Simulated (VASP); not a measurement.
## Tl: single point with PBE

Tl:

```xyz
1
Lattice="0.0000 2.4295 2.4295 2.4295 0.0000 2.4295 2.4295 2.4295 0.0000" Properties=species:S:1:pos:R:3 pbc="T T T"
Tl    0.0000    0.0000    0.0000
```

```
Program             : VASP 6.6.1
Task                : single point
Functional          : PBE
Potentials or basis : VASP PAW PBE potentials, release 64 (Tl_d)
Cutoff              : 520 eV
k mesh              : 14 × 14 × 14
Occupations         : gaussian, width 0.05 eV
Spin                : no spin polarisation
```

| Item | Value |
| --- | --- |
| Pressure | 2.7 GPa |

Levels at points of the mesh, in eV from the Fermi level:
```csv
k point,band 4,band 5,band 6,band 7,band 8,band 9
"(0.00, 0.00, 0.00)",-11.32,-11.32,-10.01,10.28,10.28,10.28
"(0.50, 0.00, 0.00)",-11.07,-11.07,-5.30,-2.88,8.21,8.21
"(0.50, 0.50, 0.00)",-11.01,-11.01,-3.59,-1.80,4.07,4.07
```

Wall time 20 s on 1 thread of Intel(R) Xeon(R) Platinum 8488C (Sapphire Rapids) (shared host), peak memory 0.17 GiB.

Caveat: spin-orbit coupling is left out, which moves the levels of the heavy elements.
